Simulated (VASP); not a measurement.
A run of VASP 6.6.1 is set up as follows.

Contents of INCAR:

```
PREC = Accurate
ENCUT = 520
EDIFF = 1E-6
ISMEAR = 0
SIGMA = 0.03
LREAL = F
LASPH = T
NELM = 60
ALGO = Normal
ISIF = 2
LWAVE = F
LCHARG = F
GGA = PE
IVDW = 12
NBANDS = 28
```

KPOINTS

```
Automatic mesh
0
Gamma
  8 8 6
```

POSCAR

```
SnSe
1.0
    4.0109000000      0.0000000000      0.0000000000
    0.0000000000      4.0109000000      0.0000000000
    0.0000000000      0.0000000000      5.6845000000
Sn Se
2 2
Direct
    0.5000000000      0.0000000000      0.2500887432
    0.0000000000      0.5000000000      0.7499112568
    0.5000000000      0.0000000000      0.7499352227
    0.0000000000      0.5000000000      0.2500647773
```

Potentials or basis: VASP PAW PBE potentials, release 64 (Sn_d, Se).

Command:

```console
$ cat potpaw_PBE.64/Sn_d/POTCAR potpaw_PBE.64/Se/POTCAR > POTCAR
$ mpirun -np 1 vasp_std > vasp.out
```

Problem. Predict the band gap on the k mesh.

Solution. 0.10 eV.

Problem. What does it give for the largest force?

Solution. 0.003 eV/Å.

Problem. What does it give for the dispersion energy per atom?

Solution. -0.423 eV.

Problem. Predict the pressure.

Solution. 11.5 GPa.

Forces on the atoms (eV/Å):
```
Sn   0.000  0.000 -0.003
Sn   0.000  0.000  0.003
Se   0.000  0.000  0.003
Se   0.000  0.000 -0.003
```

Caveat: spin-orbit coupling is left out, which moves the levels of the heavy elements. A k mesh can miss the band edges.
